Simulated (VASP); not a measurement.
A run of VASP 6.6.1:

INCAR

```
  ALGO = Normal
  EDIFF = 1E-6
  ENCUT = 520
  GGA = PE
  ISIF = 2
  ISMEAR = 0
  LASPH = True
  LCHARG = False
  LREAL = False
  LWAVE = False
  NBANDS = 22
  NELM = 100
  PREC = Accurate
  SIGMA = 0.2
```

Contents of KPOINTS:

```
k-points
0
Gamma
  4 4 4
```

Contents of POSCAR:

```
Be4Se3
1.0
    2.1575676640      1.2456722695      7.3545464354
   -2.1575676640      1.2456722695      7.3545464354
    0.0000000000     -2.4913445453      7.3545464343
Be Se
4 3
Direct
    0.5000000000      0.5000000000      0.0000000000
    0.0000000000      0.5000000000      0.5000000000
    0.5000000000      0.0000000000      0.5000000000
    0.0000000000      0.0000000000      0.0000000000
    0.0973075525      0.0973075525      0.0973075525
    0.9026924475      0.9026924475      0.9026924475
    0.5000000000      0.5000000000      0.5000000000
```

Potentials or basis: VASP PAW PBE potentials, release 64 (Be, Se).

Launch:

```sh
$ cat potpaw_PBE.64/Be/POTCAR potpaw_PBE.64/Se/POTCAR > POTCAR
$ mpirun -np 1 vasp_std > vasp.out
```

Hardware: 1 thread of Intel Xeon 8259CL, with other jobs on the host.

Task: Estimate the wall time of this run.

Result: It took 3.2 min on 1 thread of Intel Xeon 8259CL, with other jobs on the host, peak memory 0.44 GiB. Counts: scf iterations 15, k points 13.
